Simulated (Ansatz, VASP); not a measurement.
One calculation of MgO, two programs

```xyz
2
Lattice="0.0000 2.1269 2.1269 2.1269 0.0000 2.1269 2.1269 2.1269 0.0000" Properties=species:S:1:pos:R:3 pbc="T T T"
Mg    0.0000    0.0000    0.0000
O     2.1269    2.1269    2.1269
```

Alike in both runs: functional PBE; k mesh 10 × 10 × 10; occupations gaussian, width 0.02 eV; no spin polarisation.

Ansatz relaxed the structure, and its values are those at the end. VASP's run is a single point on that final structure, the one shown.

```csv
,VASP,Ansatz
version,VASP 6.6.1,Ansatz 0.2.0
potentials or method,"VASP PAW PBE potentials, release 64 (Mg_sv, O), cutoff 840 eV","scalar-relativistic, plane waves, PAW"
valence electrons in the cell,16,16
```

```tsv
	VASP	Ansatz	Ansatz less VASP
gap on the k mesh at the Fermi level (eV)	4.46	4.46	+0.003
least direct gap on the mesh (eV)	4.46	4.46	+0.003
pressure (GPa)	0.0	0.0	-0.04
```
